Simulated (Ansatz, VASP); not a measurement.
**MgO: VASP beside Ansatz**

The input POSCAR:

```
MgO
1.0
    0.0000000000      2.1250000000      2.1250000000
    2.1250000000      0.0000000000      2.1250000000
    2.1250000000      2.1250000000      0.0000000000
Mg O
1 1
Direct
    0.0081508273      0.0081508273      0.0081508273
    0.5000000000      0.5000000000      0.5000000000
```

The input INCAR.step1:

```
  PREC = Accurate
  ENCUT = 520
  EDIFF = 1E-5
  ISMEAR = -1
  SIGMA = 0.05
  LREAL = False
  LASPH = True
  NELM = 100
  ALGO = Normal
  ISIF = 2
  LWAVE = True
  LCHARG = False
  GGA = PE
  NBANDS = 11
```

File INCAR.step2:

```
  PREC = Accurate
  ENCUT = 520
  EDIFF = 1E-6
  ISMEAR = -1
  SIGMA = 0.05
  LREAL = False
  LASPH = True
  NELM = 100
  ALGO = Normal
  ISIF = 2
  LWAVE = False
  LCHARG = False
  GGA = PE
  LHFCALC = True
  HFSCREEN = 0.2079
  PRECFOCK = Normal
  ISTART = 1
  NBANDS = 11
```

File KPOINTS:

```
Automatic mesh
0
Gamma
  4 4 4
```

Input for Ansatz:

```yaml
crystal:
  lattice:
    - [0.0, 2.125, 2.125]
    - [2.125, 0.0, 2.125]
    - [2.125, 2.125, 0.0]
  atoms:
    - { symbol: Mg, position: [0.0081508273, 0.0081508273, 0.0081508273] }
    - { symbol: O, position: [0.5, 0.5, 0.5] }
kpoints:
  mp_grid: { grid: [4, 4, 4] }
hamiltonian:
  xc: hse06
  pseudopotentials:
    kind: all_electron
    relativity: scalar
    datasets: crystal
    dataset_attempts: all
    nuclear_model: point
scf:
  occupations: { method: fermi_dirac, width: 0.05 }
  convergence: { dr2_threshold: "1e-9 eV" }
  max_iter: 400
  exx: { singularity: regularized }
  lower_state_search: "off"
output:
  forces: true
  stress: true
```

Alike in both runs: task single point; functional HSE06; k mesh 4 × 4 × 4; occupations fermi-dirac, width 0.05 eV; no spin polarisation.

|  | VASP | Ansatz |
| --- | --- | --- |
| version | VASP 6.6.1 | Ansatz 0.2.0 development build |
| potentials or method | VASP PAW PBE potentials, release 64 (Mg, O), cutoff 520 eV | plane waves, all-electron PAW datasets generated for the crystal |

VASP gave:

* gap on the k mesh at the Fermi level (eV): 6.17
* rms of the force components (eV/Å): 0.162

Estimate Ansatz's values.

gap on the k mesh at the Fermi level (eV): 6.20; rms of the force components (eV/Å): 0.159.

Atom by atom the forces differ by 0.003 eV/Å (rms over components). Ansatz ran all-electron here, and VASP with PAW potentials.

The k mesh is coarse, so the values compare programs but aren't converged.
